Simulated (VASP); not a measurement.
LiCl:

```
CELL_PARAMETERS angstrom
0.00000 2.57460 2.57460
2.57460 0.00000 2.57460
2.57460 2.57460 0.00000
ATOMIC_POSITIONS crystal
Li 0.00000 0.00000 0.00000
Cl 0.50000 0.50000 0.50000
```

| Quantity | Value |
| --- | --- |
| Program | VASP 6.6.1 |
| Task | relaxation of cell and atoms |
| Functional | PBEsol |
| Potentials or basis | VASP PAW PBE potentials, release 64 (Li_sv, Cl) |
| Cutoff | 600 eV |
| k mesh | 8 × 8 × 8 |
| Occupations | fermi-dirac, width 0.02 eV |
| Spin | no spin polarisation |

At the start: pressure -1.6 GPa; volume 17.07 Å³/atom.

Question: Where does the relaxation end?

Answer: Over 4 steps the energy falls by 4.6 meV/atom and the volume is 16.21 Å³/atom (-5.0 %); space group Fm-3m (No. 225, to 0.1 Å) before and after.

Step by step:
| step | energy change (eV) | largest force (eV/Å) | pressure (GPa) | volume (Å³) |
| --- | --- | --- | --- | --- |
| 1 | 0.0000 | 0.0000 | -1.63 | 34.13 |
| 2 | -0.0067 | 0.0000 | -0.89 | 33.28 |
| 3 | -0.0092 | 0.0000 | -0.09 | 32.50 |
| 4 | -0.0092 | 0.0000 | -0.04 | 32.41 |

Final structure:
```cif
data_structure
_symmetry_space_group_name_H-M 'P 1'
_symmetry_Int_Tables_number 1
_cell_length_a 3.5788
_cell_length_b 3.5788
_cell_length_c 3.5788
_cell_angle_alpha 60.000
_cell_angle_beta 60.000
_cell_angle_gamma 60.000
_cell_volume 32.41
loop_
_atom_site_label
_atom_site_type_symbol
_atom_site_fract_x
_atom_site_fract_y
_atom_site_fract_z
_atom_site_occupancy
Li1 Li 0.00000 0.00000 0.00000 1
Cl1 Cl 0.50000 0.50000 0.50000 1
```

Caveat: the cutoff is under 1.25 times the usual one of these potentials, so pressure, stress and relaxed cells hold a basis-set (Pulay) error; the PAW data sets were made with another functional, which shifts forces and pressure a little.
